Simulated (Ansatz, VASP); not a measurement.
# One calculation of In, two programs

```
In
1.0
    -1.64665    1.62191    2.47395
     1.62191   -1.64665    2.47395
     1.63039    1.63039   -2.49021
In
1
Direct
  0.00000 0.00000 0.00000
```

Change from the starting cell: equal xy, yz and zx shear strains of -1 %.

Alike in both runs: task single point; functional LDA; k mesh 14 × 14 × 14; occupations fermi-dirac, width 0.05 eV; no spin polarisation.

```csv
,VASP,Ansatz
version,VASP 6.6.1,Ansatz 0.2.0
potentials or method,"VASP PAW LDA potentials, release 64 (In_d), cutoff 520 eV","all-electron LAPW, scalar-relativistic"
```

```csv
,VASP,Ansatz,Ansatz less VASP
pressure (GPa),-2.7,-2.7,+0.01
"traceless stress, the component that is largest in VASP (GPa)",0.24,0.23,-0.005
```

LDA's correlation is that of Perdew and Zunger in VASP and of Perdew and Wang (1992) in Ansatz. Ansatz ran all-electron here, and VASP with PAW potentials.
